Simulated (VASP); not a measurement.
# La (P6_3/mmc) in VASP: settings compared, part 2 of 2

VASP 6.6.1. The steps go on from the part before.

### Step 4. Single point, BLYP

File POSCAR:

```
La
1.0
    3.7700000000      0.0000000000      0.0000000000
   -1.8850000000      3.2649157723      0.0000000000
    0.0000000000      0.0000000000     12.1590000000
La
4
Direct
    0.6666666667      0.3333333333      0.2500000000
    0.3333333333      0.6666666667      0.7500000000
    0.0000000000      0.0000000000      0.5000000000
    0.0000000000      0.0000000000      0.0000000000
```

File INCAR.step1:

```
SYSTEM = La
PREC     = Accurate       ! precision mode
ENCUT    = 520            ! plane-wave cutoff, eV
EDIFF    = 1E-6           ! SCF threshold, eV
ISMEAR   = -1             ! smearing method
SIGMA    = 0.05           ! smearing width, eV
LREAL    = .FALSE.        ! projectors in reciprocal space
LASPH    = .TRUE.         ! aspherical terms in the spheres
NELM     = 80             ! most SCF steps
ALGO     = Normal         ! electronic algorithm
ISIF     = 2              ! what is computed and relaxed
LWAVE    = .FALSE.        ! write WAVECAR
LCHARG   = .TRUE.         ! write CHGCAR
LMAXMIX  = 6              ! l up to which the mixer works
GGA      = B5             ! functional
ALDAX    = 1.0          
AGGAX    = 1.0          
AGGAC    = 1.0          
ALDAC    = 0.0          
NBANDS   = 30             ! bands
```

File KPOINTS.step1:

```
Automatic mesh
0
G
  5 5 2
  0 0 0
```

File INCAR.step2:

```
SYSTEM = La
PREC     = Accurate       ! precision mode
ENCUT    = 520            ! plane-wave cutoff, eV
EDIFF    = 1E-6           ! SCF threshold, eV
ISMEAR   = -5             ! smearing method
SIGMA    = 0.05           ! smearing width, eV
LREAL    = .FALSE.        ! projectors in reciprocal space
LASPH    = .TRUE.         ! aspherical terms in the spheres
NELM     = 80             ! most SCF steps
ALGO     = Normal         ! electronic algorithm
ISIF     = 2              ! what is computed and relaxed
LWAVE    = .FALSE.        ! write WAVECAR
LCHARG   = .FALSE.        ! write CHGCAR
LMAXMIX  = 6              ! l up to which the mixer works
GGA      = B5             ! functional
ALDAX    = 1.0          
AGGAX    = 1.0          
AGGAC    = 1.0          
ALDAC    = 0.0          
LORBIT   = 11             ! projections on sites
NBANDS   = 30             ! bands
NEDOS    = 1001           ! points of the DOS
ICHARG   = 11             ! starting density
```

File KPOINTS.step2:

```
Automatic mesh
0
G
  8 8 3
  0 0 0
```

Potentials or basis: VASP PAW PBE potentials, release 64 (La).

The run is started by

```console
$ cat potpaw_PBE.64/La/POTCAR > POTCAR
$ cp INCAR.step1 INCAR
$ cp KPOINTS.step1 KPOINTS
$ mpirun -np 1 vasp_std > vasp.out
$ cp INCAR.step2 INCAR
$ cp KPOINTS.step2 KPOINTS
$ mpirun -np 1 vasp_std > vasp.out
```

OUTCAR:

```text
SYSTEM = La
   PREC = Accurate
   ENCUT = 520
   EDIFF = 1E-6
   ISMEAR = -5
   LREAL = .FALSE.
   LASPH = .TRUE.
   NELM = 80
   ISIF = 2
   GGA = B5
   LORBIT = 11
   ICHARG = 11

 ion  position               nearest neighbor table
   1  0.667  0.333  0.250-
   2  0.333  0.667  0.750-
   3  0.000  0.000  0.500-
   4  0.000  0.000  0.000-

  LATTYP: Found a hexagonal cell.
 ALAT       =     3.7700000000
 C/A-ratio  =     3.2251989390
[... 857 lines left out ...]
  Total        1.5202506      1.5202506      0.3762126     -0.0000000     -0.0000000      0.0000000
  in kB       16.2747592     16.2747592      4.0274740     -0.0000000     -0.0000000      0.0000000
  external PRESSURE =      12.1923308 kB  Pullay stress =       0.0000000 kB

 VOLUME and BASIS-vectors are now :
 -----------------------------------------------------------------------------
  energy-cutoff  :      520.00
  volume of cell :      149.66
      direct lattice vectors                 reciprocal lattice vectors
     3.770000000  0.000000000  0.000000000     0.265251989  0.153143307  0.000000000
    -1.885000000  3.264915772  0.000000000     0.000000000  0.306286615  0.000000000
     0.000000000  0.000000000 12.159000000     0.000000000  0.000000000  0.082243606

 POSITION                                       TOTAL-FORCE (eV/Angst)
 -----------------------------------------------------------------------------------
      1.88500      1.08831      3.03975         0.000000     -0.000000      0.000000
     -0.00000      2.17661      9.11925        -0.000000      0.000000     -0.000000
      0.00000      0.00000      6.07950        -0.000000      0.000000     -0.000000
      0.00000      0.00000      0.00000        -0.000000      0.000000     -0.000000
 -----------------------------------------------------------------------------------
    total drift:                               -0.000000      0.000000     -0.000000

  FREE ENERGIE OF THE ION-ELECTRON SYSTEM (eV)
  ---------------------------------------------------
  free  energy   TOTEN  =       -15.7725369545 eV

  energy  without entropy=      -15.7725369545  energy(sigma->0) =      -15.77253695

 total charge

# of ion       s       p       d       f       tot
--------------------------------------------------
    1        2.054   5.563   0.888   0.090   8.595
    2        2.054   5.563   0.888   0.090   8.595
    3        2.053   5.558   0.925   0.103   8.638
    4        2.053   5.558   0.925   0.103   8.638
--------------------------------------------------
tot          8.215  22.241   3.626   0.384  34.466
```

OUTCAR.step1:

```text
SYSTEM = La
   PREC = Accurate
   ENCUT = 520
   EDIFF = 1E-6
   ISMEAR = -1
   LREAL = .FALSE.
   LASPH = .TRUE.
[... 544 lines left out ...]
     -0.00000      2.17661      9.11925         0.000000      0.000000     -0.000000
      0.00000      0.00000      6.07950        -0.000000      0.000000      0.000000
      0.00000      0.00000      0.00000        -0.000000      0.000000      0.000000
 -----------------------------------------------------------------------------------
    total drift:                               -0.000000      0.000000      0.000000

  FREE ENERGIE OF THE ION-ELECTRON SYSTEM (eV)
  ---------------------------------------------------
  free  energy   TOTEN  =       -15.6747047988 eV

  energy  without entropy=      -15.5956275149  energy(sigma->0) =      -15.63516616
```

OSZICAR.step1:

```text
N       E                     dE             d eps       ncg     rms          rms(c)
DAV:   1     0.574850872738E+03    0.57485E+03   -0.14706E+04   600   0.198E+03
DAV:   2     0.116145374916E+03   -0.45871E+03   -0.44886E+03   864   0.395E+02
DAV:   3     0.376827150738E+00   -0.11577E+03   -0.11347E+03  1008   0.233E+02
DAV:   4    -0.133149001920E+02   -0.13692E+02   -0.13332E+02  1120   0.837E+01
DAV:   5    -0.152973945579E+02   -0.19825E+01   -0.19177E+01  1184   0.325E+01    0.592E+00
DAV:   6    -0.156320804104E+02   -0.33469E+00   -0.27351E+00  1200   0.128E+01    0.317E+00
DAV:   7    -0.156636402761E+02   -0.31560E-01   -0.65231E-01  1160   0.650E+00    0.415E-01
DAV:   8    -0.156725584420E+02   -0.89182E-02   -0.13889E-01  1200   0.318E+00    0.291E-01
DAV:   9    -0.156738181297E+02   -0.12597E-02   -0.26400E-02  1152   0.138E+00    0.178E-01
DAV:  10    -0.156744922669E+02   -0.67414E-03   -0.45042E-03  1184   0.581E-01    0.544E-02
DAV:  11    -0.156746670957E+02   -0.17483E-03   -0.94704E-04  1152   0.269E-01    0.148E-02
DAV:  12    -0.156746975480E+02   -0.30452E-04   -0.25056E-04  1152   0.118E-01    0.118E-02
DAV:  13    -0.156747028602E+02   -0.53122E-05   -0.56299E-05   952   0.683E-02    0.519E-03
DAV:  14    -0.156747059143E+02   -0.30541E-05   -0.26676E-05   944   0.373E-02    0.353E-03
DAV:  15    -0.156747045386E+02    0.13757E-05   -0.38480E-06   760   0.227E-02    0.956E-04
DAV:  16    -0.156747047988E+02   -0.26018E-06   -0.89827E-07   560   0.128E-02
   1 F= -.15674705E+02 E0= -.15635166E+02  d E =-.790773E-01
```

Run time: 4.3 min. Hardware: 1 thread of Intel Xeon Platinum 8559C (Emerald Rapids), shared host; peak memory 0.26 GiB.

Results:

```
Valence electrons inside the program's atomic spheres : La 8.60, 8.64 (each value once)
```

Caveat: the k points lie up to 0.38 Å⁻¹ apart; the PAW data sets were made with another functional, which shifts forces and pressure a little.
